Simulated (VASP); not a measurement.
A run of VASP 6.6.1:

The input INCAR:

```
SYSTEM = Mo2As2C3
PREC = Accurate ; ENCUT = 520
EDIFF = 1E-7 ; ISMEAR = 1
SIGMA = 0.0506 ; LREAL = .FALSE.
LASPH = .TRUE. ; NELM = 80
ALGO = Normal ; ISIF = 2
LWAVE = .FALSE. ; LCHARG = .TRUE.
GGA = PS ; LELF = .TRUE.
LVHAR = .TRUE. ; NBANDS = 34
```

The input KPOINTS:

```
regular mesh
0
G
  8 8 5
  0 0 0
```

The input POSCAR:

```
Mo2As2C3
1.0
    0.0000000000      3.1968160000      0.0000000000
    5.6509620000     -1.5984080000      0.0000000000
    2.1509460000      0.0000000000     -5.0403820000
As Mo C
2 2 3
Direct
    0.3914700000      0.7829400000      0.8193700000
    0.6085300000      0.2170600000      0.1806300000
    0.1576600000      0.3153200000      0.6741000000
    0.8423400000      0.6846800000      0.3259000000
    0.2512000000      0.5024000000      0.2680000000
    0.7488000000      0.4976000000      0.7320000000
    0.0000000000      0.0000000000      0.0000000000
```

Potentials or basis: VASP PAW PBE potentials, release 64 (As, Mo_sv, C).

The run is started by

```bash
$ cat potpaw_PBE.64/As/POTCAR potpaw_PBE.64/Mo_sv/POTCAR potpaw_PBE.64/C/POTCAR > POTCAR
$ mpirun -np 1 vasp_std > vasp.out
```

Hardware: 1 thread of Intel Xeon 8259CL (shared host).

**Question.** Estimate the wall time of this run.

**Answer.** Wall time 6 min on 1 thread of Intel Xeon 8259CL, with other jobs on the host, peak memory 0.39 GiB. Counts: scf iterations 15, k points 93.
